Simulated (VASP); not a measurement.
Set up this calculation in VASP 6.6.1, as the native input.

```
Task                   : relaxation of cell and atoms
Functional             : PBE
Potentials or basis    : VASP PAW PBE potentials, release 64 (W_sv, Br, F)
Cutoff                 : 600 eV
k mesh                 : 4 × 4 × 4
Occupations            : gaussian, width 0.1 eV
Spin                   : collinear spin
Starting moments       : [1.16, -0.11, -0.06, -0.06, -0.06, -0.06] μB
Dipole correction      : no
Further INCAR settings : ALGO = Normal; EDIFF = 1e-06; IBRION = 2; EDIFFG = -0.04; NSW = 90; ISIF = 3
```

The structure of WBrF4 lies in POSCAR:

```
WBrF4
1.0
    0.0000000000      3.5834175600      3.5834175600
    3.5834175600      0.0000000000      3.5834175600
    3.5834175600      3.5834175600      0.0000000000
W Br F
1 1 4
Direct
    0.0000000000      0.0000000000      0.0000000000
    0.7500000000      0.7500000000      0.7500000000
    0.3750000000      0.3750000000      0.8750000000
    0.3750000000      0.8750000000      0.3750000000
    0.8750000000      0.3750000000      0.3750000000
    0.3750000000      0.3750000000      0.3750000000
```

The cell was generated, and may not be a known phase.

One way to write it, as run:

INCAR

```
PREC = Accurate ; ENCUT = 600
EDIFF = 1E-6 ; ISMEAR = 0
SIGMA = 0.1 ; LREAL = F
LASPH = T ; NELM = 150
ALGO = Normal ; ISIF = 3
LWAVE = F ; LCHARG = F
ISPIN = 2 ; MAGMOM = 1.16 -0.11 -0.06 -0.06 -0.06 -0.06
LORBIT = 11 ; LMAXMIX = 4
GGA = PE ; IBRION = 2
NSW = 90 ; EDIFFG = -0.04
```

KPOINTS

```
Automatic mesh
0
Gamma
  4 4 4
```

Potentials or basis: VASP PAW PBE potentials, release 64 (W_sv, Br, F).

Launch:

```console
$ cat potpaw_PBE.64/W_sv/POTCAR potpaw_PBE.64/Br/POTCAR potpaw_PBE.64/F/POTCAR > POTCAR
$ mpirun -np 1 vasp_std > vasp.out
```

Results of the run:

* Relaxed volume: 10.98 Å³/atom
* Relaxed cell: a = 4.533 Å, b = 4.533 Å, c = 4.533 Å, α = 60.00°, β = 60.00°, γ = 60.00°
* Space group after relaxing (to 0.1 Å): F-43m (No. 216)
* Energy gained by relaxing: 371.3 meV/atom
* Ionic steps: 8
* Pressure after relaxing: 0.2 GPa
* Band gap on the k mesh: zero (filled and empty bands overlap)
* Net moment: 1.00 μB per cell
* Site moments: W +1.17; Br -0.10; F -0.05 μB
* Valence electrons inside the program's atomic spheres: W 11.13; Br 4.72; F 6.02

Caveat: the k points lie up to 0.42 Å⁻¹ apart in the final cell, too coarse for converged energies and pressures of a metal; the volume moved by over 15 % at a fixed basis, so the end points are rough; spin-orbit coupling is left out, which moves the levels of the heavy elements.

Wall time 17 min on 1 thread of Intel Xeon 8259CL, on a shared host, peak memory 0.33 GiB.
